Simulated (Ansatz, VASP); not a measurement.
**Two plane-wave programs on CdF2**

INCAR

```
PREC     = Accurate       # precision mode
ENCUT    = 520            # plane-wave cutoff, eV
EDIFF    = 1E-6           # SCF threshold, eV
ISMEAR   = 0              # smearing method
SIGMA    = 0.05           # smearing width, eV
LREAL    = F              # projectors in reciprocal space
LASPH    = T              # aspherical terms in the spheres
NELM     = 100            # most SCF steps
ALGO     = Normal         # electronic algorithm
ISIF     = 2              # what is computed and relaxed
LWAVE    = F              # write WAVECAR
LCHARG   = F              # write CHGCAR
GGA      = PS             # functional
NBANDS   = 20             # bands
```

File KPOINTS:

```
regular mesh
0
Gamma
  8 8 8
```

The input POSCAR:

```
CdF2
1.0
    0.0000000000      3.0016613456      2.2882620123
    2.7862955091      0.0000000000      2.2882620123
    2.7862955091      3.0016613456      0.0000000000
Cd F
1 2
Direct
    0.0000000000      0.0000000000      0.0000000000
    0.2500000000      0.2500000000      0.2500000000
    0.7500000000      0.7500000000      0.7500000000
```

Input for Ansatz:

```yaml
crystal:
  lattice:
    - [0.0, 3.0016613456, 2.2882620123]
    - [2.7862955091, 0.0, 2.2882620123]
    - [2.7862955091, 3.0016613456, 0.0]
  atoms:
    - { symbol: Cd, position: [0.0, 0.0, 0.0] }
    - { symbol: F, position: [0.25, 0.25, 0.25] }
    - { symbol: F, position: [0.75, 0.75, 0.75] }
basis:
  ecutwfc: 520.0
kpoints:
  mp_grid: { grid: [8, 8, 8] }
hamiltonian:
  xc: pbesol
scf:
  occupations: { method: gaussian, width: 0.05 }
output:
  forces: true
  stress: true
  eigenvalues: true
```

Change from the starting cell: strain +e along x and -e along y -0.0400, strain +e along z and -e/2 along x and y -0.1500.

Alike in both runs: task single point; functional PBEsol; k mesh 8 × 8 × 8; occupations gaussian, width 0.05 eV; no spin polarisation.

```csv
,VASP,Ansatz
version,VASP 6.6.1,Ansatz 0.2.0
potentials or method,"VASP PAW PBE potentials, release 64 (Cd, F), cutoff 520 eV","scalar-relativistic, plane waves, PAW"
valence electrons in the cell,26,34
```

|  | VASP | Ansatz | Ansatz less VASP |
| --- | --- | --- | --- |
| gap on the k mesh at the Fermi level (eV) | 1.39 | 1.43 | +0.035 |
| least direct gap on the mesh (eV) | 1.68 | 1.72 | +0.040 |
| pressure (GPa) | 3.2 | 2.4 | -0.76 |
| traceless stress, the component that is largest in VASP (GPa) | 21.55 | 21.84 | +0.286 |

VASP's potentials were made for PBE, not for PBEsol. With one functional, cell and mesh, what is left measures potentials, basis and numerics. VASP's potentials hold 26 valence electrons a cell and Ansatz's 34, so a difference there can come from the potentials and not from the codes.
